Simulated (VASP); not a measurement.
# Al3In8N12 (P1) in VASP: a series of runs

The runs below take Al3In8N12 through relaxation of cell and atoms, with PBE.

All numbers are computed with VASP 6.6.1; they aren't measurements. Logs are shortened: lines on timing, memory, paths and dates and some standing lists are left out, and cuts for length are marked.

## (1) The cell of the first run

The typed cell holds 23 atoms: a = 5.923 Å, b = 8.093 Å, c = 8.093 Å, α = 78.96°, β = 68.54°, γ = 68.54°.

## (2) Relaxation of cell and atoms, PBE

File INCAR:

```
PREC = Accurate
ENCUT = 700
EDIFF = 1E-7
ISMEAR = 0
SIGMA = 0.1
LREAL = Auto
LASPH = T
NELM = 120
ALGO = Normal
ISIF = 3
LWAVE = F
LCHARG = F
GGA = PE
IBRION = 2
NSW = 70
EDIFFG = -0.04
ISYM = -1
GGA_COMPAT = F
NELMIN = 4
KPAR = 1
```

File KPOINTS:

```
explicit points
6
Reciprocal
  0.00000000   0.25000000   0.25000000 2
  0.00000000   0.25000000   0.75000000 2
  0.33333333   0.25000000   0.25000000 2
  0.33333333   0.25000000   0.75000000 2
  0.33333333   0.75000000   0.25000000 2
  0.33333333   0.75000000   0.75000000 2
```

File POSCAR:

```
Al3In8N12
1.0
    0.0000000000      5.9227685382      0.0000000000
    5.1453312758      2.9613842691     -5.5002130701
   -5.1453312758      2.9613842691     -5.5002130701
Al In N
3 8 12
Direct
    0.1465552121      0.5032620082      0.5053686257
    0.6531685928      0.0053120490      0.0024983498
    0.0763339249      0.2575391683      0.2568805289
    0.6653187410      0.6695414158      0.3431006997
    0.1770657052      0.1668558000      0.8434827144
    0.6693203655      0.3433468805      0.6685043176
    0.1659663458      0.8418213953      0.1709290415
    0.0685458130      0.5969520465      0.9198806355
    0.5746554715      0.0902911173      0.4211542711
    0.0696054997      0.9162850885      0.5918200006
    0.5732174890      0.4201334071      0.0944693054
    0.3721613897      0.9617720965      0.6549705671
    0.8659078154      0.4586709573      0.1557386645
    0.3747776287      0.6563821260      0.9576628278
    0.8703032511      0.1564591910      0.4585315475
    0.2642865780      0.4030646389      0.7121846190
    0.7615676701      0.9061502544      0.2069653199
    0.2629176236      0.7056210265      0.4059879309
    0.7621401242      0.2035871741      0.9039969268
    0.8057102393      0.8265532259      0.8310581433
    0.3032641647      0.3305199845      0.3303046246
    0.7843951800      0.5817006211      0.5834514667
    0.2846322138      0.0848233572      0.0851044002
```

Potentials or basis: VASP PAW PBE potentials, release 64 (Al, In_d, N).

Launch:

```
$ cat potpaw_PBE.64/Al/POTCAR potpaw_PBE.64/In_d/POTCAR potpaw_PBE.64/N/POTCAR > POTCAR
$ mpirun -np 4 vasp_std > vasp.out
```

OUTCAR:

```text
PREC = Accurate
   ENCUT = 700
   EDIFF = 1E-7
   ISMEAR = 0
   LREAL = Auto
   LASPH = T
   NELM = 120
   ISIF = 3
   GGA = PE
   IBRION = 2
   NSW = 70
   EDIFFG = -0.04
   ISYM = -1
   NELMIN = 4

 ion  position               nearest neighbor table
   1  0.147  0.503  0.505-  22 1.89  21 1.92  18 1.93  16 1.97   6 3.27   4 3.30   3 3.30  11 3.37
                            10 3.38   9 3.39   8 3.41   7 3.47   5 3.48   4 3.52   6 3.52
   2  0.653  0.005  0.002-  19 1.88  17 1.92  23 1.92  20 1.93   5 3.26   8 3.33   7 3.34  10 3.36
                            11 3.40   9 3.42   6 3.46   4 3.48   7 3.50   5 3.52
   3  0.076  0.258  0.257-  15 1.89  13 1.90  23 1.91  21 1.95   1 3.30   6 3.34   4 3.35   5 3.35
                             7 3.38  11 3.39   9 3.40  11 3.42   9 3.43  10 3.48   8 3.48
   4  0.665  0.670  0.343-  18 2.16  17 2.18  13 2.19  22 2.21   1 3.30   3 3.35   6 3.35   9 3.39
                             8 3.40  11 3.40  10 3.42   7 3.45   7 3.45   2 3.48   1 3.52
   5  0.177  0.167  0.843-  16 2.14  12 2.17  23 2.19  19 2.24   2 3.26   3 3.35   7 3.36   9 3.39
                             6 3.43   8 3.44  11 3.47   1 3.48  10 3.48   6 3.51   2 3.52
   6  0.669  0.343  0.669-  19 2.17  16 2.17  22 2.18  15 2.19   1 3.27   3 3.34   4 3.35  10 3.42
                            11 3.42   9 3.43   5 3.43   2 3.46   8 3.46   5 3.51   1 3.52
   7  0.166  0.842  0.171-  18 2.17  17 2.17  14 2.20  23 2.23   2 3.34   5 3.36  10 3.38   3 3.38
                            11 3.40   8 3.41   9 3.41   4 3.45   4 3.45   1 3.47   2 3.50
   8  0.069  0.597  0.920-  20 2.14  14 2.17  13 2.20  16 2.21  10 3.33   2 3.33   4 3.40   7 3.41
                             1 3.41   5 3.44  11 3.45   6 3.46   3 3.48  11 3.49
   9  0.575  0.090  0.421-  15 2.14  12 2.14  17 2.20  21 2.22  11 3.38   5 3.39   1 3.39   4 3.39
                             3 3.40   7 3.41   2 3.42  10 3.42   6 3.43   3 3.43  10 3.49
  10  0.070  0.916  0.592-  18 2.18  15 2.19  20 2.19  12 2.20   8 3.33   2 3.36   7 3.38   1 3.38
                             4 3.42   9 3.42   6 3.42   3 3.48   5 3.48   9 3.49
  11  0.573  0.420  0.094-  13 2.11  14 2.18  21 2.19  19 2.24   1 3.37   9 3.38   3 3.39   7 3.40
                             2 3.40   4 3.40   3 3.42   6 3.42   8 3.45   5 3.47   8 3.49
  12  0.372  0.962  0.655-   9 2.14   5 2.17  10 2.20
  13  0.866  0.459  0.156-   3 1.90  11 2.11   4 2.19   8 2.20
  14  0.375  0.656  0.958-   8 2.17  11 2.18   7 2.20
  15  0.870  0.156  0.459-   3 1.89   9 2.14   6 2.19  10 2.19
  16  0.264  0.403  0.712-   1 1.97   5 2.14   6 2.17   8 2.21
  17  0.762  0.906  0.207-   2 1.92   7 2.17   4 2.18   9 2.20
  18  0.263  0.706  0.406-   1 1.93   4 2.16   7 2.17  10 2.18
  19  0.762  0.204  0.904-   2 1.88   6 2.17   5 2.24  11 2.24
  20  0.806  0.827  0.831-   2 1.93   8 2.14  10 2.19
  21  0.303  0.331  0.330-   1 1.92   3 1.95  11 2.19   9 2.22
  22  0.784  0.582  0.583-   1 1.89   6 2.18   4 2.21
  23  0.285  0.085  0.085-   3 1.91   2 1.92   5 2.19   7 2.23

IMPORTANT INFORMATION: All symmetrisations will be switched off!
NOSYMM: (Re-)initialisation of all symmetry stuff for point group C_1.

----------------------------------------------------------------------------------------

                                     Primitive cell

  volume of cell :     335.2337

  direct lattice vectors                    reciprocal lattice vectors
     0.000000000  5.922768538  0.000000000     0.000000000  0.168839959  0.090905569
     5.145331276  2.961384269 -5.500213070     0.097175473  0.000000000 -0.090905569
    -5.145331276  2.961384269 -5.500213070    -0.097175473  0.000000000 -0.090905569

  length of vectors
     5.922768538  8.092995400  8.092995400     0.191757019  0.133067258  0.133067258

  position of ions in fractional coordinates (direct lattice)
     0.146555212  0.503262008  0.505368626
     0.653168593  0.005312049  0.002498350
     0.076333925  0.257539168  0.256880529
     0.665318741  0.669541416  0.343100700
     0.177065705  0.166855800  0.843482714
[... 51 lines left out ...]
 conjugate gradient relaxation of ions
 non-spin polarized calculation
 Gauss-broadening in eV      SIGMA  =   0.10
  energy-cutoff  :      700.00
  volume of cell :      335.23
 maximum number of plane-waves:     14133
 NGX is ok and might be reduce to    54
   NGX = 25   NGY = 35   NGZ = 35

--------------------------------------- Ionic step        1  -------------------------------------------

 number of electron     173.0000007 magnetization

 Free energy of the ion-electron system (eV)
  ---------------------------------------------------
  ext. energy  EPLUGINS =         0.00000000
  ---------------------------------------------------
  free energy    TOTEN  =      -130.72683115 eV

  energy without entropy =     -130.67319064  energy(sigma->0) =     -130.70001089

------------------------ aborting loop because EDIFF is reached ----------------------------------------

  FORCE on cell =-STRESS in cart. coord.  units (eV):
  Direction    XX          YY          ZZ          XY          YZ          ZX
  --------------------------------------------------------------------------------------
  -------------------------------------------------------------------------------------
  Total       -1.6849293      0.8665861     -0.2702842      0.5159708     -0.1283572     -0.0905372
  in kB       -8.0527580      4.1416626     -1.2917651      2.4659720     -0.6134557     -0.4327029
  external PRESSURE =      -1.7342869 kB  Pullay stress =       0.0000000 kB
[... 152 lines left out ...]
  FREE ENERGIE OF THE ION-ELECTRON SYSTEM (eV)
  ---------------------------------------------------
  free  energy   TOTEN  =      -131.0949439165 eV

  energy  without entropy=     -131.0457337291  energy(sigma->0) =     -131.07033882

[... ionic steps 4 to 15 ...]

--------------------------------------- Ionic step       16  -------------------------------------------

 number of electron     173.0000002 magnetization

------------------------ aborting loop because EDIFF is reached ----------------------------------------

  FORCE on cell =-STRESS in cart. coord.  units (eV):
  Direction    XX          YY          ZZ          XY          YZ          ZX
  --------------------------------------------------------------------------------------
  -------------------------------------------------------------------------------------
  Total       -0.0364830     -0.0974737     -0.0055088      0.0058285     -0.0280510      0.0469362
  in kB       -0.1700924     -0.4544449     -0.0256834      0.0271740     -0.1307804      0.2188274
  external PRESSURE =      -0.2167402 kB  Pullay stress =       0.0000000 kB
[... 99 lines left out ...]
  energy  without entropy=     -131.3932487551  energy(sigma->0) =     -131.42429957

--------------------------------------- Ionic step       18  -------------------------------------------

 number of electron     173.0000005 magnetization

 Free energy of the ion-electron system (eV)
  ---------------------------------------------------
  ext. energy  EPLUGINS =         0.00000000
  ---------------------------------------------------
  free energy    TOTEN  =      -131.45619765 eV

  energy without entropy =     -131.39420765  energy(sigma->0) =     -131.42520265

 E-fermi :   5.3866     XC(G=0): -10.3638

 val. band max:        5.3573226747   @ k =   0.3333   0.2500   0.7500
 cond. band min:       5.4370995207   @ k =   0.3333   0.7500   0.2500
 fundamental gap:      0.0797768460
 Fermi energy:         5.3865759639

 k-point     1 :       0.0000    0.2500    0.2500
  band No.  band energies     occupation
      1      -9.2450      2.00000
      2      -9.2190      2.00000
      3      -9.1600      2.00000
      4      -9.0236      2.00000
      5      -8.9976      2.00000
      6      -8.9907      2.00000
[... 595 lines left out ...]
     97      10.5033      0.00000
     98      10.6642      0.00000
 [bands above 98 left out]

------------------------ aborting loop because EDIFF is reached ----------------------------------------

  FORCE on cell =-STRESS in cart. coord.  units (eV):
  Direction    XX          YY          ZZ          XY          YZ          ZX
  --------------------------------------------------------------------------------------
  -------------------------------------------------------------------------------------
  Total        0.0452790      0.0489180      0.0505700     -0.0327727      0.0135202      0.0071151
  in kB        0.2111338      0.2281023      0.2358055     -0.1528174      0.0630442      0.0331772
  external PRESSURE =       0.2250139 kB  Pullay stress =       0.0000000 kB
[... 38 lines left out ...]
  FREE ENERGIE OF THE ION-ELECTRON SYSTEM (eV)
  ---------------------------------------------------
  free  energy   TOTEN  =      -131.4561976502 eV

  energy  without entropy=     -131.3942076530  energy(sigma->0) =     -131.42520265

 reached required accuracy - stopping structural energy minimisation
```

Wall time 35 min (4 MPI ranks of Intel Xeon 6975P-C (Granite Rapids), shared host); peak memory 0.3 GiB.

What came out:

- Free energy: -131.4562 eV
- Relaxed volume: 14.94 Å³/atom
- Relaxed cell: a = 5.966 Å, b = 8.172 Å, c = 8.170 Å, α = 78.34°, β = 68.46°, γ = 68.46°
- Space group after relaxing (to 0.1 Å): Cm (No. 8)
- Energy gained by relaxing: 31.7 meV/atom
- Ionic steps: 18
- Pressure after relaxing: 0.0 GPa
- Largest force after relaxing: 0.027 eV/Å
- Band gap on the k mesh: zero (an odd number of electrons rules out a gap without spin polarisation)

Forces on the atoms (eV/Å):
```
Al   0.005  0.022 -0.014
Al   0.002 -0.014  0.001
Al  -0.001  0.016  0.007
In  -0.002  0.008  0.022
In  -0.005  0.000 -0.002
In   0.005  0.007  0.008
In   0.003  0.001 -0.002
In  -0.012  0.008 -0.006
In   0.006 -0.019 -0.001
In   0.007  0.004 -0.004
In  -0.012  0.002 -0.002
N   -0.009  0.018 -0.011
N   -0.009 -0.006  0.018
N    0.022 -0.005 -0.012
N    0.014 -0.006  0.011
N   -0.001 -0.002  0.006
N   -0.017 -0.011  0.004
N    0.009  0.004 -0.004
N    0.012 -0.015 -0.004
N   -0.006 -0.009 -0.019
N   -0.004  0.012 -0.013
N   -0.007 -0.009  0.013
N    0.000 -0.009  0.004
```

The path:
```
step  energy change (eV)  largest force (eV/Å)  pressure (GPa)  volume (Å³)
   1              0.0000                1.4974           -0.17       335.23
   2             -0.3589                0.9426            0.61       334.47
   3             -0.3681                0.8933            0.82       334.32
   4             -0.5001                0.5580           -0.05       337.84
   5             -0.5389                0.6340           -0.74       340.99
   6             -0.6346                0.3045           -0.19       340.80
   7             -0.6720                0.4081            0.47       340.58
   8             -0.7072                0.1708            0.00       342.54
   9             -0.7101                0.1770           -0.17       343.27
  10             -0.7193                0.1317            0.07       342.94
  11             -0.7199                0.1220            0.15       342.82
  12             -0.7238                0.0692           -0.04       343.45
  13             -0.7242                0.0731           -0.11       343.71
  14             -0.7267                0.0481            0.00       343.49
  15             -0.7271                0.0644            0.07       343.36
  16             -0.7284                0.0444           -0.02       343.65
  17             -0.7285                0.0463           -0.05       343.73
  18             -0.7294                0.0271            0.02       343.60
```

Final structure:
```yaml
crystal:
  lattice:
    - [0.00019, 5.96588, -0.00908]
    - [5.16180, 2.99138, -5.58436]
    - [-5.16070, 2.99107, -5.58361]
  atoms:
    - { symbol: Al, position: [0.16714, 0.50045, 0.50142] }
    - { symbol: Al, position: [0.64984, 0.01085, 0.01167] }
    - { symbol: Al, position: [0.08260, 0.25761, 0.25827] }
    - { symbol: In, position: [0.66553, 0.67164, 0.34169] }
    - { symbol: In, position: [0.16781, 0.16613, 0.84580] }
    - { symbol: In, position: [0.66580, 0.34069, 0.67225] }
    - { symbol: In, position: [0.16784, 0.84494, 0.16694] }
    - { symbol: In, position: [0.06370, 0.59386, 0.91431] }
    - { symbol: In, position: [0.57435, 0.09229, 0.41835] }
    - { symbol: In, position: [0.06364, 0.91356, 0.59440] }
    - { symbol: In, position: [0.57429, 0.41757, 0.09287] }
    - { symbol: N, position: [0.34362, 0.98450, 0.64542] }
    - { symbol: N, position: [0.87158, 0.45811, 0.15626] }
    - { symbol: N, position: [0.34409, 0.64473, 0.98515] }
    - { symbol: N, position: [0.87173, 0.15543, 0.45871] }
    - { symbol: N, position: [0.26185, 0.40620, 0.70925] }
    - { symbol: N, position: [0.75935, 0.90963, 0.21193] }
    - { symbol: N, position: [0.26178, 0.70823, 0.40703] }
    - { symbol: N, position: [0.75948, 0.21104, 0.91029] }
    - { symbol: N, position: [0.82323, 0.84190, 0.84249] }
    - { symbol: N, position: [0.30725, 0.32788, 0.32856] }
    - { symbol: N, position: [0.82161, 0.54590, 0.54670] }
    - { symbol: N, position: [0.28368, 0.08348, 0.08429] }
```

Caveat: spin-orbit coupling is left out, which moves the levels of the heavy elements; an odd number of electrons without spin polarisation forces a metal; a magnetic or distorted state may lie lower.

## (3) Relaxation of cell and atoms, PBE

File INCAR:

```
SYSTEM = Al3In8N12
PREC = Accurate ; ENCUT = 700
EDIFF = 1E-7 ; ISMEAR = 0
SIGMA = 0.1 ; LREAL = Auto
LASPH = .TRUE. ; NELM = 120
ALGO = Normal ; ISIF = 3
LWAVE = .FALSE. ; LCHARG = .FALSE.
GGA = PE ; IBRION = 2
NSW = 70 ; EDIFFG = -0.04
ISYM = -1 ; GGA_COMPAT = .FALSE.
NELMIN = 4 ; KPAR = 1
```

KPOINTS is that of step 2.

File POSCAR:

```
Al3In8N12
1.0
    0.0000000000      5.9227685382      0.0000000000
    5.1453312758      2.9613842691     -5.5002130701
   -5.1453312758      2.9613842691     -5.5002130701
Al In N
3 8 12
Direct
    0.1419577842      0.5050335449      0.5077077958
    0.6579815031      0.0032550943      0.0030044353
    0.5839157187      0.7571167020      0.7583737132
    0.6649330976      0.6722154076      0.3427880553
    0.1651690154      0.1631308339      0.8420521528
    0.6633326466      0.3401356362      0.6713744677
    0.1655435138      0.8420912291      0.1718156528
    0.0685329049      0.5917880567      0.9202282086
    0.5717415967      0.0960491609      0.4192052265
    0.0680793932      0.9202657190      0.5913834338
    0.5648172812      0.4210305778      0.1011718138
    0.3776483828      0.9585712916      0.6608368070
    0.8733266773      0.4597341020      0.1581134718
    0.3811835068      0.6575461160      0.9589311390
    0.8769111589      0.1564635494      0.4547983451
    0.2616653319      0.4036559689      0.7134783078
    0.7665854181      0.9089385203      0.2084864065
    0.2631376629      0.7040780587      0.4046154650
    0.7547624385      0.2109237655      0.9077208575
    0.8008545162      0.8274212590      0.8353493629
    0.3014378790      0.3295861422      0.3358760590
    0.7854782696      0.5801724690      0.5821386100
    0.2869872401      0.0805469746      0.0783267784
```

Potentials or basis: VASP PAW PBE potentials, release 64 (Al, In_d, N).

Launch:

```
$ cat potpaw_PBE.64/Al/POTCAR potpaw_PBE.64/In_d/POTCAR potpaw_PBE.64/N/POTCAR > POTCAR
$ mpirun -np 4 vasp_std > vasp.out
```

Run time: 32 min. Hardware: 4 MPI ranks of Intel Xeon 6975P-C (Granite Rapids), shared host; peak memory 0.29 GiB.

It converged, with:

```
Free energy                           : -131.4564 eV
Relaxed volume                        : 14.95 Å³/atom
Relaxed cell                          : a = 5.967 Å, b = 8.173 Å, c = 8.172 Å, α = 78.34°, β = 68.45°, γ = 68.47°
Space group after relaxing (to 0.1 Å) : Cm (No. 8)
Energy gained by relaxing             : 33.9 meV/atom
Ionic steps                           : 18
Pressure after relaxing               : 0.0 GPa
Largest force after relaxing          : 0.023 eV/Å
Band gap on the k mesh                : zero (an odd number of electrons rules out a gap without spin polarisation)
```

Forces in eV/Å, atoms in the order of the input:
```
Al  -0.008  0.006 -0.021
Al  -0.003  0.009 -0.003
Al  -0.005  0.017 -0.015
In  -0.007 -0.002  0.003
In   0.006  0.010  0.006
In   0.011 -0.013 -0.004
In   0.002  0.007  0.009
In   0.002 -0.008  0.009
In  -0.012  0.007 -0.002
In  -0.001  0.005  0.005
In   0.007  0.014  0.006
N   -0.010 -0.005  0.016
N   -0.007  0.004 -0.019
N    0.011 -0.013  0.010
N    0.011 -0.006 -0.012
N   -0.008 -0.019  0.000
N   -0.004  0.002 -0.004
N    0.012 -0.012  0.013
N    0.008  0.013  0.001
N    0.001  0.000 -0.003
N   -0.002 -0.002  0.015
N    0.000 -0.011 -0.020
N   -0.004 -0.003  0.010
```

Step by step:
```csv
step,energy change (eV),largest force (eV/Å),pressure (GPa),volume (Å³)
1,0.0000,1.5070,-0.03,335.23
2,-0.4174,0.7961,0.43,335.08
3,-0.4255,0.6853,0.58,335.05
4,-0.5505,0.5165,0.05,337.65
5,-0.5860,0.7366,-0.35,339.94
6,-0.6781,0.4656,-0.11,340.50
7,-0.7245,0.5428,0.24,341.26
8,-0.7634,0.1727,0.02,342.69
9,-0.7637,0.2238,0.01,342.82
10,-0.7721,0.0838,-0.02,343.13
11,-0.7734,0.0991,-0.03,343.30
12,-0.7761,0.0557,0.03,343.27
13,-0.7764,0.0676,0.06,343.25
14,-0.7780,0.0525,-0.03,343.55
15,-0.7782,0.0635,-0.08,343.72
16,-0.7793,0.0418,0.05,343.47
17,-0.7794,0.0441,0.07,343.42
18,-0.7799,0.0232,-0.04,343.76
```

Final structure:
```xyz
23
Lattice="-0.0008 5.9669 -0.0090 5.1623 2.9911 -5.5857 -5.1615 2.9925 -5.5842" Properties=species:S:1:pos:R:3 pbc="T T T"
Al   -0.0083    3.9546   -5.7187
Al   -0.0093    3.9889   -0.0250
Al   -0.0076    8.0145   -8.4745
In    1.6500    7.0132   -5.6645
In   -3.4643    4.0216   -5.6638
In   -1.6679    7.0152   -5.6634
In    3.4462    4.0205   -5.6648
In   -1.6876    4.9649   -8.4438
In   -1.6582    4.8862   -2.8506
In    1.6723    4.9633   -8.4442
In    1.6428    4.8844   -2.8518
N     1.5535    7.0492   -9.0240
N     1.7433    6.9220   -3.5320
N    -1.5691    7.0501   -9.0235
N    -1.7607    6.9240   -3.5316
N    -1.5659    4.9053   -6.2717
N     3.5935    7.8843   -6.2438
N     1.5486    4.9039   -6.2738
N    -3.6116    7.8845   -6.2438
N    -0.0089    9.7751   -9.2661
N    -0.0083    3.9784   -3.8345
N    -0.0087    8.1715   -6.5327
N    -0.0092    2.1977   -0.5253
```

Levels at points of the mesh, in eV from the Fermi level:
```csv
k point,band 84,band 85,band 86,band 87,band 88,band 89
"(0.00, 0.25, 0.25)",-0.45,-0.45,-0.20,0.14,0.17,1.96
```

Caveat: spin-orbit coupling is left out, which moves the levels of the heavy elements; an odd number of electrons without spin polarisation forces a metal; a magnetic or distorted state may lie lower.

The gap in the log of VASP goes by the Fermi energy; the results here count the filled bands.